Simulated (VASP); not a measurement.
A run of VASP 6.6.1:

The input INCAR:

```
PREC     = Accurate       # precision mode
ENCUT    = 520            # plane-wave cutoff, eV
EDIFF    = 1E-6           # SCF threshold, eV
ISMEAR   = 0              # smearing method
SIGMA    = 0.1            # smearing width, eV
LREAL    = F              # projectors in reciprocal space
LASPH    = T              # aspherical terms in the spheres
NELM     = 100            # most SCF steps
ALGO     = Normal         # electronic algorithm
ISIF     = 2              # what is computed and relaxed
LWAVE    = F              # write WAVECAR
LCHARG   = T              # write CHGCAR
LDIPOL   = T            
IDIPOL   = 3            
DIPOL    = 0.5 0.5 0.307
GGA      = PE             # functional
IVDW     = 12             # dispersion correction
LELF     = T              # ELF
LVHAR    = T            
LVACPOTAV= T            
NBANDS   = 30             # bands
```

KPOINTS

```
regular mesh
0
Gamma
  6 6 1
```

POSCAR

```
Al12H
1.0
    5.6314608525      0.0000000000      0.0000000000
   -2.8157304263      4.8769881587      0.0000000000
    0.0000000000      0.0000000000     21.5684292007
Al H
12 1
Direct
    0.3333333333      0.1666666667      0.1854562501
    0.3333333333      0.6666666667      0.1854562501
    0.8333333333      0.1666666667      0.1854562501
    0.8333333333      0.6666666667      0.1854562501
    0.1666666667      0.3333333333      0.2913950739
    0.1666666667      0.8333333333      0.2913950739
    0.6666666667      0.3333333333      0.2913950739
    0.6666666667      0.8333333333      0.2913950739
    0.0000000000      0.0000000000      0.3972671872
    0.0000000000      0.5000000000      0.3972671872
    0.5000000000      0.0000000000      0.3972671872
    0.5000000000      0.5000000000      0.3972671872
    0.0833333333      0.1666666667      0.4992681247
```

Potentials or basis: VASP PAW PBE potentials, release 64 (Al, H).

Command:

```console
$ cat potpaw_PBE.64/Al/POTCAR potpaw_PBE.64/H/POTCAR > POTCAR
$ mpirun -np 1 vasp_std > vasp.out
```

Hardware: 1 thread of Intel(R) Xeon(R) 6975P-C (Granite Rapids), with other jobs on the host.

**Question.** Estimate the wall time of this run.

**Answer.** It took 5.5 min on 1 thread of Intel(R) Xeon(R) 6975P-C (Granite Rapids), with other jobs on the host, peak memory 0.66 GiB. Counts: scf iterations 25, k points 13.
